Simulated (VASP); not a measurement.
Hf2SiO6, 9 atoms in the cell. The structure is monoclinic, space group C2 (No. 5). The conventional cell has a = 9.786 Å, b = 6.003 Å, c = 6.413 Å, α = 90.00°, β = 90.13°, γ = 90.00°. Hf (site symmetry 1) has 4 O at 1.95 Å within 2.6 Å. Within 2.2 Å of Si (site symmetry 2) lie 4 O at 1.64 Å. Within 2.2 Å of O (site symmetry 1) lie 1 Si at 1.64 Å and 1 Hf at 1.95 Å. O (site symmetry 1) has 2 Hf at 1.95 Å within 2.6 Å. O (site symmetry 1) has 1 Si at 1.64 Å and 1 Hf at 1.95 Å within 2.2 Å. 

| Quantity | Value |
| --- | --- |
| Program | VASP 6.6.1 |
| Task | single point |
| Functional | PBE |
| Potentials or basis | VASP PAW PBE potentials, release 64 (Hf_pv, Si, O) |
| Cutoff | 520 eV |
| k mesh | 6 × 6 × 4 |
| Occupations | gaussian, width 0.02 eV |
| Spin | no spin polarisation |
| Dipole correction | no |
| Further INCAR settings | ALGO = Normal; EDIFF = 1e-06; NBANDS = 40 |

Potentials or basis: VASP PAW PBE potentials, release 64 (Hf_pv, Si, O).

Run with:

```console
$ cat potpaw_PBE.64/Hf_pv/POTCAR potpaw_PBE.64/Si/POTCAR potpaw_PBE.64/O/POTCAR > POTCAR
$ mpirun -np 1 vasp_std > vasp.out
```

Hardware: 1 thread of Oxide Virtual Turin-like Processor, on a shared host.

Q: Estimate the wall time of this run.

A: Wall time 11 min on 1 thread of Oxide Virtual Turin-like Processor (shared host), peak memory 0.47 GiB. Counts: scf iterations 16, k points 47.
